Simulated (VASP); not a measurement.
Na, 1 atom in the cell. The structure is cubic, space group Fm-3m (No. 225). The conventional cell has a = 4.496 Å, b = 4.496 Å, c = 4.496 Å, α = 90.00°, β = 90.00°, γ = 90.00°. Na (site symmetry m-3m) has 12 Na at 3.18 Å within 4.2 Å. This isn't the form of Na at room conditions, which is bcc.

| Quantity | Value |
| --- | --- |
| Program | VASP 6.6.1 |
| Task | single point |
| Functional | PBE |
| Potentials or basis | VASP PAW PBE potentials, release 64 (Na_pv) |
| Cutoff | 520 eV |
| k mesh | 15 × 15 × 15 |
| Occupations | fermi-dirac, width 0.08 eV |
| Spin | no spin polarisation |
| Dipole correction | no |
| Further INCAR settings | ALGO = Normal; EDIFF = 1e-06; NBANDS = 10 |

Potentials or basis: VASP PAW PBE potentials, release 64 (Na_pv).

Launch:

```sh
$ cat potpaw_PBE.64/Na_pv/POTCAR > POTCAR
$ mpirun -np 1 vasp_std > vasp.out
```

Hardware: 1 thread of AMD EPYC 9R45 96-Core Processor (Zen 5), on a shared host.

Problem. Estimate the wall time of this run.

Solution. It took 8.2 s on 1 thread of AMD EPYC 9R45 96-Core Processor (Zen 5), with other jobs on the host, peak memory 0.11 GiB. Counts: scf iterations 9, k points 120.
